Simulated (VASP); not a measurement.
# TiO2 in VASP: further runs

The runs below take TiO2 through single point, with LDA.

Everything below comes from runs of VASP 6.6.1. Logs are shortened: lines on timing, memory, paths and dates and some standing lists are left out, and cuts for length are marked.

## (1) The cell of the first run

Symmetry: P4_2/mnm, No. 136, tetragonal system. Conventional cell: a = 4.553 Å, b = 4.553 Å, c = 2.929 Å, α = 90.00°, β = 90.00°, γ = 90.00°. Ti (site symmetry mmm) has 6 O at 1.93 to 1.96 Å within 2.6 Å. O (site symmetry m2m) has 3 Ti at 1.93 to 1.96 Å and 1 O at 2.52 Å within 2.6 Å.

## (2) Single point, LDA

INCAR reads:

```
PREC = Accurate
ENCUT = 520
EDIFF = 1E-6
ISMEAR = -1
SIGMA = 0.02
LREAL = False
LASPH = True
NELM = 100
ALGO = Normal
ISIF = 2
LWAVE = False
LCHARG = False
NBANDS = 33
```

KPOINTS reads:

```
regular mesh
0
Gamma
  6 6 9
```

POSCAR reads:

```
TiO2
1.0
    4.5533711438      0.0000000000      0.0000000000
    0.0000000000      4.5533711438      0.0000000000
    0.0000000000      0.0000000000      2.9293204702
Ti O
2 4
Direct
    0.5000000000      0.5000000000      0.0000000000
    0.0000000000      0.0000000000      0.5000000000
    0.6956786800      0.6956786800      0.5000000000
    0.8043213200      0.1956786800      0.0000000000
    0.1956786800      0.8043213200      0.0000000000
    0.3043213200      0.3043213200      0.5000000000
```

Potentials or basis: VASP PAW LDA potentials, release 64 (Ti_sv, O).

Started as:

```
> cat potpaw_LDA.64/Ti_sv/POTCAR potpaw_LDA.64/O/POTCAR > POTCAR
> mpirun -np 1 vasp_std > vasp.out
```

OUTCAR:

```text
PREC = Accurate
   ENCUT = 520
   EDIFF = 1E-6
   ISMEAR = -1
   LREAL = False
   LASPH = True
   NELM = 100
   ISIF = 2

 ion  position               nearest neighbor table
   1  0.500  0.500  0.000-   3 1.93   6 1.93   3 1.93   6 1.93   5 1.96   4 1.96
   2  0.000  0.000  0.500-   4 1.93   5 1.93   4 1.93   5 1.93   3 1.96   6 1.96
   3  0.696  0.696  0.500-   1 1.93   1 1.93   2 1.96
   4  0.804  0.196  0.000-   2 1.93   2 1.93   1 1.96
   5  0.196  0.804  0.000-   2 1.93   2 1.93   1 1.96
   6  0.304  0.304  0.500-   1 1.93   1 1.93   2 1.96

  LATTYP: Found a simple tetragonal cell.
 ALAT       =     4.5533711438
 C/A-ratio  =     0.6433300466

  Lattice vectors:

 A1 = (   4.5533711438,   0.0000000000,   0.0000000000)
 A2 = (   0.0000000000,   4.5533711438,   0.0000000000)
 A3 = (   0.0000000000,   0.0000000000,   2.9293204702)

Analysis of symmetry for initial positions (statically):
=====================================================================
 Subroutine PRICEL returns:
 Original cell was already a primitive cell.

 Routine SETGRP: Setting up the symmetry group for a
 simple tetragonal supercell.

 Subroutine GETGRP returns: Found 16 space group operations
 (whereof  8 operations were pure point group operations)
 out of a pool of 16 trial point group operations.

The static configuration has the point symmetry D_2h.
 The point group associated with its full space group is D_4h.

Analysis of symmetry for dynamics (positions and initial velocities):
=====================================================================
 Subroutine PRICEL returns:
 Original cell was already a primitive cell.

 Routine SETGRP: Setting up the symmetry group for a
 simple tetragonal supercell.

 Subroutine GETGRP returns: Found 16 space group operations
 (whereof  8 operations were pure point group operations)
 out of a pool of 16 trial point group operations.

The dynamic configuration has the point symmetry D_2h.
 The point group associated with its full space group is D_4h.

 Subroutine INISYM returns: Found 16 space group operations
 (whereof  8 operations are pure point group operations),
 and found     1 'primitive' translations

----------------------------------------------------------------------------------------

                                     Primitive cell

  volume of cell :      60.7342

  direct lattice vectors                    reciprocal lattice vectors
     4.553371144  0.000000000  0.000000000     0.219617503  0.000000000  0.000000000
     0.000000000  4.553371144  0.000000000     0.000000000  0.219617503  0.000000000
     0.000000000  0.000000000  2.929320470     0.000000000  0.000000000  0.341376101

  length of vectors
     4.553371144  4.553371144  2.929320470     0.219617503  0.219617503  0.341376101

  position of ions in fractional coordinates (direct lattice)
     0.500000000  0.500000000  0.000000000
     0.000000000  0.000000000  0.500000000
     0.695678680  0.695678680  0.500000000
     0.804321320  0.195678680  0.000000000
     0.195678680  0.804321320  0.000000000
     0.304321320  0.304321320  0.500000000

  ion indices of the primitive-cell ions
   primitive index   ion index
                 1           1
                 2           2
                 3           3
                 4           4
                 5           5
                 6           6

----------------------------------------------------------------------------------------

 KPOINTS: regular mesh

Automatic generation of k-mesh.
 Grid dimensions read from file:
 generate k-points for:    6    6    9

 Generating k-lattice:

  Cartesian coordinates                     Fractional coordinates (reciprocal lattice)
     0.036602917  0.000000000  0.000000000     0.166666667  0.000000000  0.000000000
     0.000000000  0.036602917  0.000000000     0.000000000  0.166666667  0.000000000
     0.000000000  0.000000000  0.037930678     0.000000000  0.000000000  0.111111111

  Length of vectors
     0.036602917  0.036602917  0.037930678

  Shift w.r.t. Gamma in fractional coordinates (k-lattice)
     0.000000000  0.000000000  0.000000000

 Subroutine IBZKPT returns following result:
 ===========================================

 Found     50 irreducible k-points:

 Following reciprocal coordinates:
            Coordinates               Weight
  0.000000  0.000000  0.000000      1.000000
  0.166667  0.000000  0.000000      4.000000
  0.333333  0.000000  0.000000      4.000000
  0.500000  0.000000  0.000000      2.000000
  0.166667  0.166667  0.000000      4.000000
  0.333333  0.166667  0.000000      8.000000
[... 16 lines left out ...]
  0.333333  0.000000  0.222222      8.000000
  0.500000  0.000000  0.222222      4.000000
 [... further k-points ...]
   k-points           NKPTS =     50   k-points in BZ     NKDIM =     50   number of bands    NBANDS=     33
   number of dos      NEDOS =    301   number of ions     NIONS =      6
   total plane-waves  NPLWV =  31104
   dimension x,y,z NGX =    36 NGY =   36 NGZ =   24
   dimension x,y,z NGXF=    72 NGYF=   72 NGZF=   48
   ions per type =               2   4
   NGX,Y,Z   is equivalent  to a cutoff of  13.14, 13.14, 13.62 a.u.
   NGXF,Y,Z  is equivalent  to a cutoff of  26.29, 26.29, 27.24 a.u.
 SYSTEM =  unknown system
   PREC   = accura    normal or accurate (medium, high low for compatibility)
   ISTART =      0    job   : 0-new  1-cont  2-samecut
   ICHARG =      2    charge: 1-file 2-atom 10-const
   ISPIN  =      1    spin polarized calculation?
   LNONCOLLINEAR =      F non collinear calculations
   LSORBIT =      F    spin-orbit coupling
   LASPH  =      T    aspherical Exc in radial PAW
   ENCUT  =  520.0 eV  38.22 Ry    6.18 a.u.   8.47  8.47  5.45*2*pi/ulx,y,z
   NELM   =    100;   NELMIN=  2; NELMDL= -5     # of ELM steps
   EDIFF  = 0.1E-05   stopping-criterion for ELM
   LREAL  =      F    real-space projection
   EDIFFG = 0.1E-04   stopping-criterion for IOM
   NSW    =      0    number of steps for IOM
   IBRION =     -1    ionic relax: 0-MD 1-quasi-New 2-CG
   NFREE  =      0    steps in history (QN), initial steepest desc. (CG)
   ISIF   =      2    stress and relaxation
   ISYM   =      2    0-nonsym 1-usesym 2-fastsym
   POTIM  = 0.5000    time-step for ionic-motion
   TEBEG  =    0.0;   TEEND  =   0.0 temperature during run
   PSTRESS=    0.0 pullay stress
   NELECT =      48.0000    total number of electrons
   NUPDOWN=      -1.0000    fix difference up-down
   EMIN   =  10.00;   EMAX   =-10.00  energy-range for DOS
   EFERMI =   0.00;   METHOD = LEGACY
   ISMEAR =    -1;   SIGMA  =   0.02  broadening in eV -4-tet -1-fermi 0-gaus
   EFERMI_NEDOS =   21; number of points for ismear=-14 and -15
   IALGO  =     38    algorithm
   IMIX   =      4    mixing-type and parameters
     AMIX     =   0.40;   BMIX     =  1.00
     AMIX_MAG =   1.60;   BMIX_MAG =  1.00
  volume/ion in A,a.u.               =      10.12        68.31
  Fermi-wavevector in a.u.,A,eV,Ry     =   1.513599  2.860288 31.170713  2.290983
  Thomas-Fermi vector in A             =   2.623369
   LORBIT       =      0    0 simple, 1 ext, 2 COOP (PROOUT), +10 PAW based schemes
   GGA     = CA    functional components
   LHFCALC =     F    Hartree Fock is set to
   AEXX    =    0.0000 exact exchange contribution
   IVDW    =     0    specifies the selected vdW correction
   LEPSILON=     F    determine dielectric tensor
   LRPA    =     F    only Hartree local field effects (RPA)
 non-spin polarized calculation
  energy-cutoff  :      520.00
  volume of cell :       60.73
 maximum number of plane-waves:      1656
 NGX is ok and might be reduce to    36
   NGX = 17   NGY = 17   NGZ = 11

 number of electron      48.0000008 magnetization

 Free energy of the ion-electron system (eV)
  ---------------------------------------------------
  ext. energy  EPLUGINS =         0.00000000
  ---------------------------------------------------
  free energy    TOTEN  =       -58.77852127 eV

  energy without entropy =      -58.77852127  energy(sigma->0) =      -58.77852127

 E-fermi :   5.3932     XC(G=0): -12.1383

 val. band max:        4.8535019037   @ k =   0.0000   0.0000   0.0000
 cond. band min:       6.6772773972   @ k =   0.0000   0.0000   0.0000
 fundamental gap:      1.8237754936
 Fermi energy:         5.3932213780

 k-point     1 :       0.0000    0.0000    0.0000
  band No.  band energies     occupation
      1     -51.2477      2.00000
      2     -51.2261      2.00000
      3     -27.9867      2.00000
      4     -27.9867      2.00000
      5     -27.7954      2.00000
      6     -27.7954      2.00000
[... 25 lines left out ...]
     32      11.7037      0.00000
     33      11.7433      0.00000

 k-point     2 :       0.1667    0.0000    0.0000
  band No.  band energies     occupation
      1     -51.2462      2.00000
      2     -51.2275      2.00000
      3     -27.9761      2.00000
      4     -27.9750      2.00000
      5     -27.8085      2.00000
      6     -27.8073      2.00000
[... 25 lines left out ...]
     32      11.6023      0.00000
     33      11.6245      0.00000

 k-point     3 :       0.3333    0.0000    0.0000
  band No.  band energies     occupation
      1     -51.2423      2.00000
      2     -51.2315      2.00000
      3     -27.9477      2.00000
      4     -27.9447      2.00000
      5     -27.8417      2.00000
      6     -27.8386      2.00000
[... 25 lines left out ...]
     32      11.3990      0.00000
     33      11.4408      0.00000

 k-point     4 :       0.5000    0.0000    0.0000
  band No.  band energies     occupation
      1     -51.2368      2.00000
      2     -51.2368      2.00000
      3     -27.9205      2.00000
      4     -27.9205      2.00000
      5     -27.8672      2.00000
      6     -27.8672      2.00000
[... 673 lines left out ...]
     32      10.9064      0.00000
     33      11.1577      0.00000

 k-point    23 :       0.3333    0.0000    0.2222
  band No.  band energies     occupation
      1     -51.2207      2.00000
      2     -51.2124      2.00000
      3     -27.9851      2.00000
      4     -27.9666      2.00000
      5     -27.8925      2.00000
      6     -27.8814      2.00000
[... 25 lines left out ...]
     32      10.4851      0.00000
     33      11.2235      0.00000

 k-point    24 :       0.5000    0.0000    0.2222
  band No.  band energies     occupation
      1     -51.2165      2.00000
      2     -51.2165      2.00000
      3     -27.9797      2.00000
      4     -27.9797      2.00000
      5     -27.8672      2.00000
      6     -27.8672      2.00000
[... 25 lines left out ...]
     32      10.3170      0.00000
     33      11.6542      0.00000

 [... further k-points ...]
[... 5 lines left out ...]
  --------------------------------------------------------------------------------------
  -------------------------------------------------------------------------------------
  Total       -0.0756128     -0.0756128     -0.3683996     -0.0000000      0.0000000      0.0000000
  in kB       -1.9946798     -1.9946798     -9.7184449     -0.0000000      0.0000000      0.0000000
  external PRESSURE =      -4.5692682 kB  Pullay stress =       0.0000000 kB

 VOLUME and BASIS-vectors are now :
 -----------------------------------------------------------------------------
  energy-cutoff  :      520.00
  volume of cell :       60.73
      direct lattice vectors                 reciprocal lattice vectors
     4.553371144  0.000000000  0.000000000     0.219617503  0.000000000  0.000000000
     0.000000000  4.553371144  0.000000000     0.000000000  0.219617503  0.000000000
     0.000000000  0.000000000  2.929320470     0.000000000  0.000000000  0.341376101

 POSITION                                       TOTAL-FORCE (eV/Angst)
 -----------------------------------------------------------------------------------
      2.27669      2.27669      0.00000         0.000000      0.000000     -0.000000
      0.00000      0.00000      1.46466         0.000000      0.000000     -0.000000
      3.16768      3.16768      1.46466         0.035888      0.035888     -0.000000
      3.66237      0.89100      0.00000        -0.035888      0.035888     -0.000000
      0.89100      3.66237      0.00000         0.035888     -0.035888     -0.000000
      1.38569      1.38569      1.46466        -0.035888     -0.035888      0.000000
 -----------------------------------------------------------------------------------
    total drift:                                0.000000      0.000000      0.000000

  FREE ENERGIE OF THE ION-ELECTRON SYSTEM (eV)
  ---------------------------------------------------
  free  energy   TOTEN  =       -58.7785212721 eV

  energy  without entropy=      -58.7785212721  energy(sigma->0) =      -58.77852127
```

Wall time 67 s (1 thread of Intel Xeon Platinum 8375C at 2.90GHz (Ice Lake), shared host); peak memory 0.2 GiB.

Results:

| Property | Result |
| --- | --- |
| Free energy | -58.7785 eV |
| Pressure | -0.5 GPa |
| Largest force | 0.051 eV/Å |
| Band gap on the k mesh | 1.82 eV, direct |

Forces in eV/Å, atoms in the order of the input:
```
Ti   0.000  0.000  0.000
Ti   0.000  0.000  0.000
O    0.036  0.036  0.000
O   -0.036  0.036  0.000
O    0.036 -0.036  0.000
O   -0.036 -0.036  0.000
```

Levels at points of the mesh, in eV from the valence-band top:
```tsv
k point	band 22	band 23	band 24	band 25	band 26	band 27
(0.00, 0.00, 0.00)	-0.47	-0.47	0.00	1.82	2.12	2.40
(0.50, 0.00, 0.00)	-1.70	-0.78	-0.78	2.54	2.54	3.07
(0.50, 0.50, 0.00)	-1.32	-1.10	-1.10	1.87	1.87	2.53
```

A k mesh can miss the band edges. As with any semilocal functional, this LDA gap is likely too small.

## (3) Single point, LDA

This run uses another cell than the first one, of 10.44 Å³/atom, 1.031 times its volume.

INCAR reads:

```
SYSTEM = TiO2
PREC = Accurate
ENCUT = 520
EDIFF = 1E-7
ISMEAR = -1
SIGMA = 0.02
LREAL = .False.
LASPH = .True.
NELM = 60
ALGO = Normal
ISIF = 2
LWAVE = .False.
LCHARG = .True.
LELF = .True.
LVHAR = .True.
NBANDS = 33
```

KPOINTS reads:

```
regular mesh
0
Gamma
  6 6 9
  0 0 0
```

Changes to POSCAR since step 2:

```diff
@@ -2,5 +2,5 @@
 1.0
-    4.5533711438      0.0000000000      0.0000000000
-    0.0000000000      4.5533711438      0.0000000000
-    0.0000000000      0.0000000000      2.9293204702
+    4.5998373239      0.0000000000      0.0000000000
+    0.0000000000      4.5998373239      0.0000000000
+    0.0000000000      0.0000000000      2.9592135600
 Ti O
```

Potentials or basis: VASP PAW LDA potentials, release 64 (Ti_sv, O).

Started as:

```
> cat potpaw_LDA.64/Ti_sv/POTCAR potpaw_LDA.64/O/POTCAR > POTCAR
> mpirun -np 1 vasp_std > vasp.out
```

Run time: 79 s. Hardware: 1 thread of Intel Xeon Platinum 8375C at 2.90GHz (Ice Lake), shared host; peak memory 0.2 GiB.

It converged, with:

```
Free energy            : -58.7318 eV
Pressure               : -7.8 GPa
Largest force          : 0.097 eV/Å
Band gap on the k mesh : 1.75 eV, direct
```

Forces in eV/Å, atoms in the order of the input:
```
Ti   0.000  0.000  0.000
Ti   0.000  0.000  0.000
O   -0.069 -0.069  0.000
O    0.069 -0.069  0.000
O   -0.069  0.069  0.000
O    0.069  0.069  0.000
```

Stress tensor (GPa, compression positive):
```
-6.96  0.00  0.00
 0.00 -6.96  0.00
 0.00  0.00 -9.62
```

Levels at points of the mesh, in eV from the valence-band top:
```
           k point  band 20  band 21  band 22  band 23  band 24  band 25  band 26  band 27  band 28  band 29
(0.00, 0.00, 0.00)    -2.00    -0.71    -0.46    -0.46     0.00     1.75     2.02     2.30     2.40     2.40
(0.50, 0.00, 0.00)    -3.09    -1.67    -1.67    -0.75    -0.75     2.42     2.42     2.94     2.94     3.49
(0.50, 0.50, 0.00)    -2.24    -1.32    -1.32    -1.09    -1.09     1.79     1.79     2.42     2.42     3.77
```

A k mesh can miss the band edges. Expect the measured gap to be larger: semilocal functionals such as LDA lack the derivative discontinuity.

(Part 1 of 2 ends here.)
